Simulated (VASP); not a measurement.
Write the native input for VASP 6.6.1 that does the following.

```yaml
Task: single point
Functional: PBEsol
Potentials_or_basis: VASP PAW PBE potentials, release 64 (Sn_d, Te)
Cutoff: 520 eV
k_mesh: 4 × 4 × 4
Occupations: fermi-dirac, width 0.02 eV
Spin: no spin polarisation
Dipole_correction: no
Further_INCAR_settings: ALGO = Normal; EDIFF = 1e-07; NBANDS = 17
```

The structure of SnTe lies in POSCAR:

```
SnTe
1.0
    0.0000000000      3.6111500000      3.6111500000
    3.6111500000      0.0000000000      3.6111500000
    3.6111500000      3.6111500000      0.0000000000
Sn Te
1 1
Direct
    0.0195700000      0.9812100000      0.9875900000
    0.7494723002      0.7400776998      0.7625223002
```

One way to write it, as run:

INCAR

```
SYSTEM = SnTe
PREC     = Accurate       ! precision mode
ENCUT    = 520            ! plane-wave cutoff, eV
EDIFF    = 1E-7           ! SCF threshold, eV
ISMEAR   = -1             ! smearing method
SIGMA    = 0.02           ! smearing width, eV
LREAL    = .False.        ! projectors in reciprocal space
LASPH    = .True.         ! aspherical terms in the spheres
NELM     = 60             ! most SCF steps
ALGO     = Normal         ! electronic algorithm
ISIF     = 2              ! what is computed and relaxed
LWAVE    = .False.        ! write WAVECAR
LCHARG   = .False.        ! write CHGCAR
GGA      = PS             ! functional
NBANDS   = 17             ! bands
```

KPOINTS

```
Automatic mesh
0
Gamma
  4 4 4
  0 0 0
```

Potentials or basis: VASP PAW PBE potentials, release 64 (Sn_d, Te).

Run with:

```sh
$ cat potpaw_PBE.64/Sn_d/POTCAR potpaw_PBE.64/Te/POTCAR > POTCAR
$ mpirun -np 1 vasp_std > vasp.out
```

It gave:

```
Pressure               : -1.5 GPa
Largest force          : 0.303 eV/Å
Band gap on the k mesh : 0.03 eV (least direct gap 0.76 eV)
```

Caveat: the PAW data sets were made with another functional, which shifts forces and pressure a little; spin-orbit coupling is left out, which moves the levels of the heavy elements.

Run time: 100 s on 1 thread of Intel Xeon 8259CL (shared host), peak memory 0.27 GiB.
